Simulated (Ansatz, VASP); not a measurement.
**Two plane-wave programs on ZnS**

```xyz
2
Lattice="0.0000 2.7216 2.7216 2.7216 0.0000 2.7216 2.7216 2.7216 0.0000" Properties=species:S:1:pos:R:3 pbc="T T T"
Zn    0.0000    0.0000    0.0000
S     1.3608    1.3608    1.3608
```

Alike in both runs: task single point; functional PBE; k mesh 8 × 8 × 8; no spin polarisation.

|  | VASP | Ansatz |
| --- | --- | --- |
| version | VASP 6.6.1 | Ansatz 0.2.0 |
| potentials or method | VASP PAW PBE potentials, release 64 (Zn, S), cutoff 500 eV | scalar-relativistic, plane waves, PAW |
| occupations | gaussian, width 0.01 eV | fixed |
| valence electrons in the cell | 18 | 18 |

Ansatz gave:

```
gap on the k mesh at the Fermi level (eV) : 2.01
least direct gap on the mesh (eV)         : 2.01
```

Which values does VASP return?

gap on the k mesh at the Fermi level (eV): 2.02; least direct gap on the mesh (eV): 2.02.
